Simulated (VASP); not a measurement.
Write the native input for VASP 6.6.1 that does the following.

```
Task                   : single point
Functional             : BLYP
Potentials or basis    : VASP PAW PBE potentials, release 64 (Rh_pv)
Cutoff                 : 520 eV
k mesh                 : 23 × 23 × 23
Occupations            : fermi-dirac, width 0.1 eV
Spin                   : no spin polarisation
Dipole correction      : no
Further INCAR settings : ALGO = Normal; EDIFF = 1e-06; NBANDS = 14
```

The structure of Rh lies in POSCAR:

```
Rh
1.0
    0.0000000000      1.9508486659      1.9508486659
    1.9508486659      0.0000000000      1.9508486659
    1.9508486659      1.9508486659      0.0000000000
Rh
1
Direct
    0.0000000000      0.0000000000      0.0000000000
```

One way to write it, as run:

INCAR

```
AGGAC = 1.0
AGGAX = 1.0
ALDAC = 0.0
ALDAX = 1.0
ALGO = Normal
EDIFF = 1E-6
ENCUT = 520
GGA = B5
ISIF = 2
ISMEAR = -1
LASPH = T
LCHARG = F
LREAL = F
LWAVE = F
NBANDS = 14
NELM = 100
PREC = Accurate
SIGMA = 0.1
```

KPOINTS

```
k-points
0
Gamma
  23 23 23
```

Potentials or basis: VASP PAW PBE potentials, release 64 (Rh_pv).

Run with:

```sh
$ cat potpaw_PBE.64/Rh_pv/POTCAR > POTCAR
$ mpirun -np 1 vasp_std > vasp.out
```

Results of the run:

```yaml
Pressure: 0.5 GPa
```

Caveat: the PAW data sets were made with another functional, which shifts forces and pressure a little.

Run time: 34 s on 1 thread of Intel(R) Xeon(R) 6975P-C (Granite Rapids), with other jobs on the host, peak memory 0.19 GiB.
